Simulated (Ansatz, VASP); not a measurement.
**One calculation of CdF2, two programs**

```
CELL_PARAMETERS angstrom
0.00000 2.69400 2.69400
2.69400 0.00000 2.69400
2.69400 2.69400 0.00000
ATOMIC_POSITIONS crystal
Cd 0.01392 0.98608 0.01392
F 0.25000 0.25000 0.25000
F 0.75000 0.75000 0.75000
```

Change from the starting cell: all Cd atoms moved +0.075 Å, as atom 1 along Cartesian [0 1 0].

Alike in both runs: task single point; functional PBEsol; k mesh 8 × 8 × 8; occupations gaussian, width 0.05 eV; no spin polarisation.

|  | VASP | Ansatz |
| --- | --- | --- |
| version | VASP 6.6.1 | Ansatz 0.2.0 |
| potentials or method | VASP PAW PBE potentials, release 64 (Cd, F), cutoff 520 eV | scalar-relativistic, plane waves, PAW |
| valence electrons in the cell | 26 | 34 |

```tsv
	VASP	Ansatz	Ansatz less VASP
gap on the k mesh at the Fermi level (eV)	2.90	2.93	+0.033
least direct gap on the mesh (eV)	3.39	3.42	+0.031
pressure (GPa)	0.9	0.1	-0.80
traceless stress, the component that is largest in VASP (GPa)	-0.16	-0.14	+0.023
rms of the force components (eV/Å)	0.163	0.146	-0.0177
```

VASP's potentials were made for PBE, not for PBEsol. Atom by atom the forces differ by 0.018 eV/Å (rms over components). VASP's potentials hold 26 valence electrons a cell and Ansatz's 34, so a difference there can come from the potentials and not from the codes.
